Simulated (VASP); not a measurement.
# MgO (I4/mmm) in VASP: further runs

The runs below take MgO through single point, with PBEsol.

Program: VASP 6.6.1. These are calculated values, not measurements. Logs are shortened: lines on timing, memory, paths and dates and some standing lists are left out, and cuts for length are marked.

## (1) The cell of the first run

The structure is tetragonal, space group I4/mmm (No. 139). The conventional cell has a = 3.020 Å, b = 3.020 Å, c = 4.911 Å, α = 90.00°, β = 90.00°, γ = 90.00°. Within 2.8 Å of Mg (site symmetry 4/mmm) lie 6 O at 2.14 to 2.46 Å. Within 2.8 Å of O (site symmetry 4/mmm) lie 6 Mg at 2.14 to 2.46 Å.

## (2) Single point, PBEsol (strain +0.1500 x Voigt [1, 0, 0, 0, 0, 0])

Contents of INCAR:

```
SYSTEM = MgO
  PREC = Accurate
  ENCUT = 520
  EDIFF = 1E-7
  ISMEAR = 0
  SIGMA = 0.05
  LREAL = .FALSE.
  LASPH = .TRUE.
  NELM = 60
  ALGO = Normal
  ISIF = 2
  LWAVE = .FALSE.
  LCHARG = .FALSE.
  GGA = PS
  NBANDS = 11
```

Contents of KPOINTS:

```
regular mesh
0
G
  10 10 10
  0 0 0
```

Contents of POSCAR:

```
MgO
1.0
    0.0000000000      2.1351500000      2.1351500000
    2.4554225000      0.0000000000      2.1351500000
    2.4554225000      2.1351500000      0.0000000000
Mg O
1 1
Direct
    0.0000000000      0.0000000000      0.0000000000
    0.5000000000      0.5000000000      0.5000000000
```

Potentials or basis: VASP PAW PBE potentials, release 64 (Mg, O).

Started as:

```bash
$ cat potpaw_PBE.64/Mg/POTCAR potpaw_PBE.64/O/POTCAR > POTCAR
$ mpirun -np 1 vasp_std > vasp.out
```

OUTCAR:

```text
SYSTEM = MgO
   PREC = Accurate
   ENCUT = 520
   EDIFF = 1E-7
   ISMEAR = 0
   LREAL = .FALSE.
   LASPH = .TRUE.
   NELM = 60
   ISIF = 2
   GGA = PS

 ion  position               nearest neighbor table
   1  0.000  0.000  0.000-   2 2.14   2 2.14   2 2.14   2 2.14   2 2.46   2 2.46
   2  0.500  0.500  0.500-   1 2.14   1 2.14   1 2.14   1 2.14   1 2.46   1 2.46

  LATTYP: Found a body centered tetragonal cell.
 ALAT       =     3.0195580877
 C/A-ratio  =     1.6263455967

  Lattice vectors:

 A1 = (   2.4554225000,   0.0000000000,   2.1351500000)
 A2 = (   2.4554225000,   0.0000000000,  -2.1351500000)
 A3 = (  -2.4554225000,   2.1351500000,   0.0000000000)

Analysis of symmetry for initial positions (statically):
=====================================================================
 Subroutine PRICEL returns:
 Original cell was already a primitive cell.

 Routine SETGRP: Setting up the symmetry group for a
 body centered tetragonal supercell.

 Subroutine GETGRP returns: Found 16 space group operations
 (whereof 16 operations were pure point group operations)
 out of a pool of 16 trial point group operations.

The static configuration has the point symmetry D_4h.

Analysis of symmetry for dynamics (positions and initial velocities):
=====================================================================
 Subroutine PRICEL returns:
 Original cell was already a primitive cell.

 Routine SETGRP: Setting up the symmetry group for a
 body centered tetragonal supercell.

 Subroutine GETGRP returns: Found 16 space group operations
 (whereof 16 operations were pure point group operations)
 out of a pool of 16 trial point group operations.

The dynamic configuration has the point symmetry D_4h.

 Subroutine INISYM returns: Found 16 space group operations
 (whereof 16 operations are pure point group operations),
 and found     1 'primitive' translations

----------------------------------------------------------------------------------------

                                     Primitive cell

  volume of cell :      22.3879

  direct lattice vectors                    reciprocal lattice vectors
     0.000000000  2.135150000  2.135150000    -0.203630943  0.234175585  0.234175585
     2.455422500  0.000000000  2.135150000     0.203630943 -0.234175585  0.234175585
     2.455422500  2.135150000  0.000000000     0.203630943  0.234175585 -0.234175585

  length of vectors
     3.019558088  3.253915361  3.253915361     0.388769816  0.388769816  0.388769816

  position of ions in fractional coordinates (direct lattice)
     0.000000000  0.000000000  0.000000000
     0.500000000  0.500000000  0.500000000

  ion indices of the primitive-cell ions
   primitive index   ion index
                 1           1
                 2           2

----------------------------------------------------------------------------------------

 KPOINTS: regular mesh

Automatic generation of k-mesh.
 Grid dimensions read from file:
 generate k-points for:   10   10   10

 Generating k-lattice:

  Cartesian coordinates                     Fractional coordinates (reciprocal lattice)
    -0.020363094  0.023417558  0.023417558     0.100000000  0.000000000  0.000000000
     0.020363094 -0.023417558  0.023417558     0.000000000  0.100000000  0.000000000
     0.020363094  0.023417558 -0.023417558     0.000000000  0.000000000  0.100000000

  Length of vectors
     0.038876982  0.038876982  0.038876982

  Shift w.r.t. Gamma in fractional coordinates (k-lattice)
     0.000000000  0.000000000  0.000000000

 Subroutine IBZKPT returns following result:
 ===========================================

 Found    102 irreducible k-points:

 Following reciprocal coordinates:
            Coordinates               Weight
  0.000000  0.000000  0.000000      1.000000
  0.100000  0.000000  0.000000      8.000000
  0.200000  0.000000  0.000000      8.000000
  0.300000  0.000000  0.000000      8.000000
  0.400000  0.000000  0.000000      8.000000
  0.500000  0.000000  0.000000      4.000000
[... 16 lines left out ...]
  0.300000  0.300000  0.000000      4.000000
  0.400000  0.300000  0.000000     16.000000
 [... further k-points ...]
   k-points           NKPTS =    102   k-points in BZ     NKDIM =    102   number of bands    NBANDS=     11
   number of dos      NEDOS =    301   number of ions     NIONS =      2
   total plane-waves  NPLWV =  13824
   dimension x,y,z NGX =    24 NGY =   24 NGZ =   24
   dimension x,y,z NGXF=    48 NGYF=   48 NGZF=   48
   ions per type =               1   1
   NGX,Y,Z   is equivalent  to a cutoff of  13.21, 12.26, 12.26 a.u.
   NGXF,Y,Z  is equivalent  to a cutoff of  26.43, 24.52, 24.52 a.u.
 SYSTEM =  MgO
   PREC   = accura    normal or accurate (medium, high low for compatibility)
   ISTART =      0    job   : 0-new  1-cont  2-samecut
   ICHARG =      2    charge: 1-file 2-atom 10-const
   ISPIN  =      1    spin polarized calculation?
   LNONCOLLINEAR =      F non collinear calculations
   LSORBIT =      F    spin-orbit coupling
   LASPH  =      T    aspherical Exc in radial PAW
   ENCUT  =  520.0 eV  38.22 Ry    6.18 a.u.   5.61  6.05  6.05*2*pi/ulx,y,z
   NELM   =     60;   NELMIN=  2; NELMDL= -5     # of ELM steps
   EDIFF  = 0.1E-06   stopping-criterion for ELM
   LREAL  =      F    real-space projection
   EDIFFG = 0.1E-05   stopping-criterion for IOM
   NSW    =      0    number of steps for IOM
   IBRION =     -1    ionic relax: 0-MD 1-quasi-New 2-CG
   NFREE  =      0    steps in history (QN), initial steepest desc. (CG)
   ISIF   =      2    stress and relaxation
   ISYM   =      2    0-nonsym 1-usesym 2-fastsym
   POTIM  = 0.5000    time-step for ionic-motion
   TEBEG  =    0.0;   TEEND  =   0.0 temperature during run
   PSTRESS=    0.0 pullay stress
   NELECT =       8.0000    total number of electrons
   NUPDOWN=      -1.0000    fix difference up-down
   EMIN   =  10.00;   EMAX   =-10.00  energy-range for DOS
   EFERMI =   0.00;   METHOD = LEGACY
   ISMEAR =     0;   SIGMA  =   0.05  broadening in eV -4-tet -1-fermi 0-gaus
   EFERMI_NEDOS =   21; number of points for ismear=-14 and -15
   IALGO  =     38    algorithm
   IMIX   =      4    mixing-type and parameters
     AMIX     =   0.40;   BMIX     =  1.00
     AMIX_MAG =   1.60;   BMIX_MAG =  1.00
  volume/ion in A,a.u.               =      11.19        75.54
  Fermi-wavevector in a.u.,A,eV,Ry     =   1.161717  2.195328 18.362250  1.349587
  Thomas-Fermi vector in A             =   2.298286
   LORBIT       =      0    0 simple, 1 ext, 2 COOP (PROOUT), +10 PAW based schemes
   GGA     = PS    functional components
   LHFCALC =     F    Hartree Fock is set to
   AEXX    =    0.0000 exact exchange contribution
   IVDW    =     0    specifies the selected vdW correction
   LEPSILON=     F    determine dielectric tensor
   LRPA    =     F    only Hartree local field effects (RPA)
 non-spin polarized calculation
 Gauss-broadening in eV      SIGMA  =   0.05
  energy-cutoff  :      520.00
  volume of cell :       22.39
 maximum number of plane-waves:       630
   NGX = 11   NGY = 11   NGZ = 11

 number of electron       8.0000003 magnetization

 Free energy of the ion-electron system (eV)
  ---------------------------------------------------
  ext. energy  EPLUGINS =         0.00000000
  ---------------------------------------------------
  free energy    TOTEN  =       -12.21030718 eV

  energy without entropy =      -12.21030718  energy(sigma->0) =      -12.21030718

 E-fermi :   2.2090     XC(G=0): -10.4375

 val. band max:        1.9304484385   @ k =   0.0000   0.0000   0.0000
 cond. band min:       4.8660614225   @ k =   0.0000   0.0000   0.0000
 fundamental gap:      2.9356129840
 Fermi energy:         2.2090225040

 k-point     1 :       0.0000    0.0000    0.0000
  band No.  band energies     occupation
      1     -14.5996      2.00000
      2       1.7016      2.00000
      3       1.7016      2.00000
      4       1.9304      2.00000
      5       4.8661      0.00000
      6      15.7427      0.00000
      7      17.0918      0.00000
      8      17.0918      0.00000
      9      19.7243      0.00000
     10      20.0791      0.00000
     11      20.2289      0.00000

 k-point     2 :       0.1000    0.0000    0.0000
  band No.  band energies     occupation
      1     -14.5219      2.00000
      2       1.1221      2.00000
      3       1.6721      2.00000
      4       1.8061      2.00000
      5       5.5151      0.00000
      6      15.2785      0.00000
      7      16.2876      0.00000
      8      17.3042      0.00000
      9      18.8970      0.00000
     10      21.0578      0.00000
     11      22.2117      0.00000

 k-point     3 :       0.2000    0.0000    0.0000
  band No.  band energies     occupation
      1     -14.3093      2.00000
      2      -0.0223      2.00000
      3       1.5964      2.00000
      4       1.6114      2.00000
      5       6.6980      0.00000
      6      13.7245      0.00000
      7      16.1551      0.00000
      8      17.7953      0.00000
      9      18.7699      0.00000
     10      21.1589      0.00000
     11      21.4647      0.00000

 k-point     4 :       0.3000    0.0000    0.0000
  band No.  band energies     occupation
      1     -14.0279      2.00000
      2      -1.1035      2.00000
      3       1.3934      2.00000
      4       1.5057      2.00000
      5       7.7316      0.00000
      6      12.6664      0.00000
      7      15.8055      0.00000
      8      18.0390      0.00000
      9      19.5120      0.00000
     10      21.1294      0.00000
     11      21.2346      0.00000
[... 239 lines left out ...]
 k-point    22 :      -0.2000    0.2000   -0.0000
  band No.  band energies     occupation
      1     -13.9696      2.00000
      2      -0.7557      2.00000
      3       0.6225      2.00000
      4       1.3940      2.00000
      5       8.4762      0.00000
      6      13.0355      0.00000
      7      14.5097      0.00000
      8      17.5303      0.00000
      9      18.4743      0.00000
     10      21.0739      0.00000
     11      24.7661      0.00000

 k-point    23 :       0.3000    0.3000    0.0000
  band No.  band energies     occupation
      1     -13.8051      2.00000
      2      -0.9724      2.00000
      3       0.5830      2.00000
      4       1.2814      2.00000
      5       8.8791      0.00000
      6      11.5445      0.00000
      7      15.1377      0.00000
      8      16.2846      0.00000
      9      17.9095      0.00000
     10      22.8840      0.00000
     11      25.5982      0.00000

 k-point    24 :       0.4000    0.3000    0.0000
  band No.  band energies     occupation
      1     -13.6269      2.00000
      2      -1.2799      2.00000
      3       0.3797      2.00000
      4       1.0802      2.00000
      5       9.6211      0.00000
      6      11.0945      0.00000
      7      14.2114      0.00000
      8      16.4965      0.00000
      9      18.2432      0.00000
     10      23.4624      0.00000
     11      25.4173      0.00000

 [... further k-points ...]
[... 5 lines left out ...]
  --------------------------------------------------------------------------------------
  -------------------------------------------------------------------------------------
  Total       -2.7661839     -2.1115080     -2.1115080      0.0000000      0.0000000      0.0000000
  in kB     -197.9605394   -151.1089890   -151.1089890      0.0000000      0.0000000      0.0000000
  external PRESSURE =    -166.7261725 kB  Pullay stress =       0.0000000 kB

 VOLUME and BASIS-vectors are now :
 -----------------------------------------------------------------------------
  energy-cutoff  :      520.00
  volume of cell :       22.39
      direct lattice vectors                 reciprocal lattice vectors
     0.000000000  2.135150000  2.135150000    -0.203630943  0.234175585  0.234175585
     2.455422500  0.000000000  2.135150000     0.203630943 -0.234175585  0.234175585
     2.455422500  2.135150000  0.000000000     0.203630943  0.234175585 -0.234175585

 POSITION                                       TOTAL-FORCE (eV/Angst)
 -----------------------------------------------------------------------------------
      0.00000      0.00000      0.00000         0.000000     -0.000000     -0.000000
      2.45542      2.13515      2.13515        -0.000000      0.000000      0.000000
 -----------------------------------------------------------------------------------
    total drift:                               -0.000000     -0.000000      0.000000

  FREE ENERGIE OF THE ION-ELECTRON SYSTEM (eV)
  ---------------------------------------------------
  free  energy   TOTEN  =       -12.2103071827 eV

  energy  without entropy=      -12.2103071827  energy(sigma->0) =      -12.21030718
```

It took 26 s on 1 thread of Intel Xeon 8259CL, shared host; peak memory 0.16 GiB.

What came out:

- Free energy: -12.2103 eV
- Pressure: -16.7 GPa
- Band gap on the k mesh: 2.94 eV, direct

Stress tensor (GPa, compression positive):
```
-19.80   0.00   0.00
  0.00 -15.11   0.00
  0.00   0.00 -15.11
```

Levels at points of the mesh, in eV from the valence-band top:
```
           k point  band 1  band 2  band 3  band 4  band 5  band 6  band 7  band 8
(0.00, 0.00, 0.00)  -16.53   -0.23   -0.23    0.00    2.94   13.81   15.16   15.16
(0.50, 0.00, 0.00)  -15.61   -4.07   -0.76   -0.52    6.51   10.35   13.39   15.82
(0.50, 0.50, 0.00)  -15.33   -3.47   -1.83   -0.96    8.10    8.32   11.66   14.67
(0.00, 0.50, 0.50)  -15.65   -3.73   -0.96   -0.96    8.17    9.47    9.97   17.35
```

Caveat: the cell differs from its parent crystal (strain +0.1500 x Voigt [1, 0, 0, 0, 0, 0]); the PAW data sets were made with another functional, which shifts forces and pressure a little.

## (3) Single point, PBEsol (strain +0.1312 x Voigt [1, 0, 0, 0, 0, 0])

Changes to INCAR since step 2:

```diff
@@ -8,3 +8,3 @@
   LASPH = .TRUE.
-  NELM = 60
+  NELM = 80
   ALGO = Normal
```

KPOINTS is that of step 2.

Contents of POSCAR:

```
MgO
1.0
    0.0000000000      2.1351500000      2.1351500000
    2.4152816800      0.0000000000      2.1351500000
    2.4152816800      2.1351500000      0.0000000000
Mg O
1 1
Direct
    0.0000000000      0.0000000000      0.0000000000
    0.5000000000      0.5000000000      0.5000000000
```

Potentials or basis: VASP PAW PBE potentials, release 64 (Mg, O).

Started as:

```bash
$ cat potpaw_PBE.64/Mg/POTCAR potpaw_PBE.64/O/POTCAR > POTCAR
$ mpirun -np 1 vasp_std > vasp.out
```

Run time: 30 s. Hardware: 1 thread of Intel Xeon 8259CL, shared host; peak memory 0.16 GiB.

It converged, with:

```yaml
Free_energy: -12.2550 eV
Pressure: -16.1 GPa
Band_gap_on_the_k_mesh: 3.06 eV, direct
```

Stress tensor (GPa, compression positive):
```
-19.62   0.00   0.00
  0.00 -14.32   0.00
  0.00   0.00 -14.32
```

Levels at points of the mesh, in eV from the valence-band top:
```csv
k point,band 1,band 2,band 3,band 4,band 5,band 6,band 7,band 8,band 9
"(0.00, 0.00, 0.00)",-16.59,-0.21,-0.21,0.00,3.06,13.96,15.16,15.16,18.12
"(0.50, 0.00, 0.00)",-15.64,-4.13,-0.76,-0.54,6.61,10.53,13.60,15.79,18.27
"(0.50, 0.50, 0.00)",-15.35,-3.53,-1.78,-1.01,8.22,8.36,11.74,15.02,17.06
"(0.00, 0.50, 0.50)",-15.65,-3.78,-1.00,-1.00,8.29,9.39,10.24,17.42,17.42
```

Caveat: the cell differs from its parent crystal (strain +0.1312 x Voigt [1, 0, 0, 0, 0, 0]); the PAW data sets were made with another functional, which shifts forces and pressure a little.
